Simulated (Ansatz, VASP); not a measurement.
One calculation of Ta, two programs

```xyz
3
Lattice="3.3196 0.0000 0.0000 0.0000 3.3196 0.0000 0.0000 0.0000 19.3196" Properties=species:S:1:pos:R:3 pbc="T T T"
Ta    0.0000    0.0000    8.0000
Ta    1.6598    1.6598    9.6598
Ta    0.0000    0.0000   11.3196
```

Alike in both runs: task single point; functional PBE; k mesh 12 × 12 × 1; occupations fermi-dirac, width 0.08 eV; no spin polarisation.

|  | VASP | Ansatz |
| --- | --- | --- |
| version | VASP 6.6.1 | Ansatz 0.2.0 |
| potentials or method | VASP PAW PBE potentials, release 64 (Ta_pv), cutoff 520 eV | all-electron LAPW, scalar-relativistic |

```tsv
	VASP	Ansatz	Ansatz less VASP
rms of the force components (eV/Å)	0.854	0.851	-0.0029
```

Atom by atom the forces differ by 0.003 eV/Å (rms over components). Ansatz ran all-electron here, and VASP with PAW potentials.

Spin-orbit coupling is off throughout.
